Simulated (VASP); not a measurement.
Wanted: the native input for a VASP 6.6.1 run.

- Task: single point
- Functional: PBEsol
- Potentials or basis: VASP PAW PBE potentials, release 64 (Ag)
- Cutoff: 520 eV
- k mesh: 26 × 26 × 26
- Occupations: gaussian, width 0.15 eV
- Spin: no spin polarisation
- Dipole correction: no
- Further INCAR settings: ALGO = Fast; EDIFF = 1e-07; NBANDS = 12

The structure of Ag lies in POSCAR:

```
Ag
1.0
   -1.6125573276      1.5964317543      1.5964317543
    1.6125573276     -1.6286829009      1.6286829009
    1.6125573276      1.6286829009     -1.6286829009
Ag
1
Direct
    0.0000000000      0.0000000000      0.0000000000
```

This cell differs from its parent crystal: strain -0.0200 x Voigt [0, 0, 0, 1, 0, 0].

These files were run (other wordings do the same):

INCAR

```
SYSTEM = Ag
  PREC = Accurate
  ENCUT = 520
  EDIFF = 1E-7
  ISMEAR = 0
  SIGMA = 0.15
  LREAL = .FALSE.
  LASPH = .TRUE.
  NELM = 100
  ALGO = Fast
  ISIF = 2
  LWAVE = .FALSE.
  LCHARG = .FALSE.
  GGA = PS
  NBANDS = 12
```

KPOINTS

```
Automatic mesh
0
G
  26 26 26
  0 0 0
```

Potentials or basis: VASP PAW PBE potentials, release 64 (Ag).

Run with:

```console
$ cat potpaw_PBE.64/Ag/POTCAR > POTCAR
$ mpirun -np 1 vasp_std > vasp.out
```

Results of the run:

* Pressure: -0.2 GPa

Caveat: the cell differs from its parent crystal (strain -0.0200 x Voigt [0, 0, 0, 1, 0, 0]); the PAW data sets were made with another functional, which shifts forces and pressure a little.

Run time: 4.8 min on 1 thread of Intel Xeon 6975P-C, on a shared host, peak memory 0.57 GiB.
